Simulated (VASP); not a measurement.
**NaPd: single point with PBE**

Crystal: NaPd.

```xyz
4
Lattice="1.4499 -5.5725 0.0000 1.4499 5.5725 0.0000 0.0000 0.0000 4.8112" Properties=species:S:1:pos:R:3 pbc="T T T"
Na    1.4499   -3.7071    3.6084
Na    1.4499    3.7071    1.2028
Pd    1.4499   -0.6643    3.6084
Pd    1.4499    0.6643    1.2028
```

```yaml
Program: VASP 6.6.1
Task: single point
Functional: PBE
Potentials_or_basis: VASP PAW PBE potentials, release 64 (Na_pv, Pd)
Cutoff: 520 eV
k_mesh: 12 × 12 × 10
Occupations: gaussian, width 0.1 eV
Spin: no spin polarisation
```

```yaml
Pressure: 0.0 GPa
Largest_force: 0.006 eV/Å
Band_gap_on_the_k_mesh: zero (bands 17 and 18 overlap by 3.24 eV)
```

Forces in eV/Å, atoms in the order of the input:
```
Na   0.000  0.001  0.000
Na   0.000 -0.001  0.000
Pd   0.000  0.006  0.000
Pd   0.000 -0.006  0.000
```

Levels at points of the mesh, in eV from the Fermi level:
```
           k point  band 15  band 16  band 17  band 18  band 19  band 20
(0.00, 0.00, 0.00)    -0.83    -0.70    -0.26     0.82     1.70     1.92
(0.50, 0.00, 0.00)    -1.03    -0.05     0.84     2.55     3.36     4.35
(0.50, 0.50, 0.00)    -1.20    -0.84    -0.69    -0.26     2.85     4.30
(0.00, 0.00, 0.50)    -0.63    -0.63    -0.43    -0.43     1.92     1.92
(0.50, 0.00, 0.50)    -0.23    -0.23     2.72     2.72     3.48     3.48
(0.50, 0.50, 0.50)    -1.07    -1.07    -0.43    -0.43     0.35     0.35
```

Wall time 6.4 min on 1 thread of Intel(R) Xeon(R) 6975P-C (Granite Rapids), on a shared host, peak memory 0.57 GiB.
